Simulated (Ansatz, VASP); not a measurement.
# One calculation of GaP, two programs

```xyz
2
Lattice="0.0000 2.7254 2.7799 2.7254 0.0000 2.7799 2.7254 2.7254 0.0000" Properties=species:S:1:pos:R:3 pbc="T T T"
Ga    0.0000    0.0000    0.0000
P     1.3627    1.3627    1.3900
```

Change from the starting cell: uniaxial_z strain +2.0%.

Alike in both runs: task single point; functional HSE06; k mesh 6 × 6 × 6; no spin polarisation.

|  | VASP | Ansatz |
| --- | --- | --- |
| version | VASP 6.6.1 | Ansatz 0.2.0 |
| potentials or method | VASP PAW PBE potentials, release 64 (Ga_d, P) | plane waves, PAW |
| plane-wave cutoff (eV) | 520 | 420 |
| occupations | gaussian, width 0.01 eV | fixed |
| valence electrons in the cell | 18 | 18 |

|  | VASP | Ansatz | Ansatz less VASP |
| --- | --- | --- | --- |
| gap on the k mesh at the Fermi level (eV) | 2.25 | 2.24 | -0.003 |
| pressure (GPa) | -1.2 | -1.0 | +0.14 |
| traceless stress, the component that is largest in VASP (GPa) | -1.11 | -1.11 | +0.007 |

Ansatz's warnings: stress exchange threshold loose, stress scf threshold loose.
